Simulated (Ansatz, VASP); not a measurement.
## One calculation of MgRuO, two programs

File INCAR:

```
SYSTEM = MgRuO
PREC     = Accurate       ! precision mode
ENCUT    = 520            ! plane-wave cutoff, eV
EDIFF    = 1E-6           ! SCF threshold, eV
ISMEAR   = 0              ! smearing method
SIGMA    = 0.1            ! smearing width, eV
LREAL    = .FALSE.        ! projectors in reciprocal space
LASPH    = .TRUE.         ! aspherical terms in the spheres
NELM     = 150            ! most SCF steps
ALGO     = Normal         ! electronic algorithm
ISIF     = 2              ! what is computed and relaxed
LWAVE    = .FALSE.        ! write WAVECAR
LCHARG   = .FALSE.        ! write CHGCAR
ISPIN    = 2              ! spin polarisation
MAGMOM   = 0 1 0          ! initial moments
LORBIT   = 11             ! projections on sites
LMAXMIX  = 4              ! l up to which the mixer works
GGA      = PE             ! functional
NBANDS   = 22             ! bands
```

File KPOINTS:

```
regular mesh
0
G
  6 6 4
  0 0 0
```

File POSCAR:

```
MgRuO
1.0
    2.0130959700     -2.2151433400      0.0000000000
    2.0130959700      2.2151433400      0.0000000000
    0.0000000000      0.0000000000      4.9984967500
Mg Ru O
1 1 1
Direct
    0.0000000000      0.0000000000      0.0000000000
    0.5000000000      0.5000000000      0.0000000000
    0.0000000000      0.0000000000      0.5000000000
```

Input for Ansatz:

```yaml
crystal:
  lattice:
    - [2.01309597, -2.21514334, 0.0]
    - [2.01309597, 2.21514334, 0.0]
    - [0.0, 0.0, 4.99849675]
  atoms:
    - { symbol: Mg, position: [0.0, 0.0, 0.0] }
    - { symbol: Ru, position: [0.5, 0.5, 0.0], spin: 1.0 }
    - { symbol: O, position: [0.0, 0.0, 0.5] }
basis:
  ecutwfc: 420
kpoints:
  mp_grid: { grid: [6, 6, 4] }
hamiltonian:
  xc: pbe
scf:
  occupations: { method: gaussian, width: 0.1 }
  lower_state_search: "off"
output:
  forces: true
  stress: true
  eigenvalues: true
  populations: true
magnetization:
  spin_polarized: true
```

Alike in both runs: task single point; functional PBE; k mesh 6 × 6 × 4; occupations gaussian, width 0.1 eV; collinear spin.

|  | VASP | Ansatz |
| --- | --- | --- |
| version | VASP 6.6.1 | Ansatz 0.2.0 |
| potentials or method | VASP PAW PBE potentials, release 64 (Mg, Ru_pv, O), cutoff 520 eV | scalar-relativistic, plane waves, PAW |
| valence electrons in the cell | 22 | 32 |

Ansatz gave:

* gap on the k mesh at the Fermi level (eV): none
* net moment per atom (μB): 0.54
* size of the moment on the site where the two differ most (μB): 0.92

Task: What did VASP give for the same quantities?

Result: gap on the k mesh at the Fermi level (eV): none; net moment per atom (μB): 0.09; size of the moment on the site where the two differ most (μB): 0.00.

The net moments are unlike, so the other rows may belong to different states. Site moments also hang on the region over which each program counts them. A gap of «none» marks a metal or a gap that the smearing closes. VASP's potentials hold 22 valence electrons a cell and Ansatz's 32, so a difference there can come from the potentials and not from the codes.
